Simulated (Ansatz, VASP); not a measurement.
**One calculation of CoBr, two programs**

INCAR

```
PREC = Accurate
ENCUT = 600
EDIFF = 1E-6
ISMEAR = -1
SIGMA = 0.1
LREAL = F
LASPH = T
NELM = 150
ALGO = Normal
ISIF = 3
LWAVE = F
LCHARG = F
ISPIN = 2
MAGMOM = 2.5 0
LORBIT = 11
LMAXMIX = 4
GGA = PS
IBRION = 2
NSW = 80
EDIFFG = -0.05
```

The input KPOINTS:

```
Automatic mesh
0
Gamma
  9 9 6
```

Contents of POSCAR:

```
CoBr
1.0
    3.4979561100      0.0000000000      0.0000000000
   -1.7489780500      3.0293188500      0.0000000000
    0.0000000000      0.0000000000      4.5020260000
Co Br
1 1
Direct
    0.0000000000      0.0000000000      0.0000000000
    0.0000000000      0.0000000000      0.5000000000
```

Input for Ansatz:

```yaml
crystal:
  lattice:
    - [3.49795611, 0.0, 0.0]
    - [-1.74897805, 3.02931885, 0.0]
    - [0.0, 0.0, 4.502026]
  atoms:
    - { symbol: Co, position: [0.0, 0.0, 0.0], spin: 2.5 }
    - { symbol: Br, position: [0.0, 0.0, 0.5], spin: 0.0 }
kpoints:
  mp_grid:
    grid: [9, 9, 6]
hamiltonian:
  xc: pbesol
  dispersion: none
magnetization:
  spin_polarized: true
scf:
  occupations:
    method: fermi_dirac
relax:
  f_tol: 0.05
  cell: {}
```

Alike in both runs: task relaxation of cell and atoms; functional PBEsol; k mesh 9 × 9 × 6; collinear spin.

|  | VASP | Ansatz |
| --- | --- | --- |
| version | VASP 6.6.1 | Ansatz 0.2.0 |
| potentials or method | VASP PAW PBE potentials, release 64 (Co, Br) | plane waves, PAW |
| plane-wave cutoff (eV) | 600 | 420 |
| occupations | fermi-dirac, width 0.1 eV | fermi-dirac |
| valence electrons in the cell | 16 | 24 |

Ansatz gave:

| Property | Result |
| --- | --- |
| net moment per atom (μB) | 1.02 |
| size of the moment on the site where the two differ most (μB) | 1.87 |
| relaxed volume (Å³/atom) | 21.23 |
| relaxed length of the cell vector where the two differ most in proportion (Å) | 3.326 |

Q: Estimate VASP's values.

A: net moment per atom (μB): 1.02; size of the moment on the site where the two differ most (μB): 1.90; relaxed volume (Å³/atom): 21.28; relaxed length of the cell vector where the two differ most in proportion (Å): 3.329.

VASP's potentials were made for PBE, not for PBEsol. Site moments also hang on the region over which each program counts them. VASP's potentials hold 16 valence electrons a cell and Ansatz's 24, so a difference there can come from the potentials and not from the codes.
